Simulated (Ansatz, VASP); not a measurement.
InB3As4: VASP beside Ansatz

```
B As In
1.0
     5.15680    0.00000    0.00000
     0.00000    5.15680    0.00000
     0.00000    0.00000    5.15680
B As In
3 4 1
Direct
  0.50000 0.00000 0.00000
  0.00000 0.50000 0.00000
  0.00000 0.00000 0.50000
  0.77350 0.22650 0.22650
  0.22650 0.77350 0.22650
  0.22650 0.22650 0.77350
  0.77350 0.77350 0.77350
  0.50000 0.50000 0.50000
```

Alike in both runs: task single point; functional r2SCAN; k mesh 6 × 6 × 6; occupations fermi-dirac, width 0.02 eV; no spin polarisation.

|  | VASP | Ansatz |
| --- | --- | --- |
| version | VASP 6.6.1 | Ansatz 0.2.0 |
| potentials or method | VASP PAW PBE potentials, release 64 (B, As, In_d) | plane waves, PAW |
| plane-wave cutoff (eV) | 520 | 500 |
| valence electrons in the cell | 42 | 82 |

Ansatz gave:

| Quantity | Value |
| --- | --- |
| pressure (GPa) | 0.0 |
| rms of the force components (eV/Å) | 0.002 |

Question: What did VASP give for the same quantities?

Answer: Pressure (GPa): 0.1; rms of the force components (eV/Å): 0.006.

VASP's potentials were made for PBE, not for r2SCAN. VASP's potentials hold 42 valence electrons a cell and Ansatz's 82, so a difference there can come from the potentials and not from the codes.
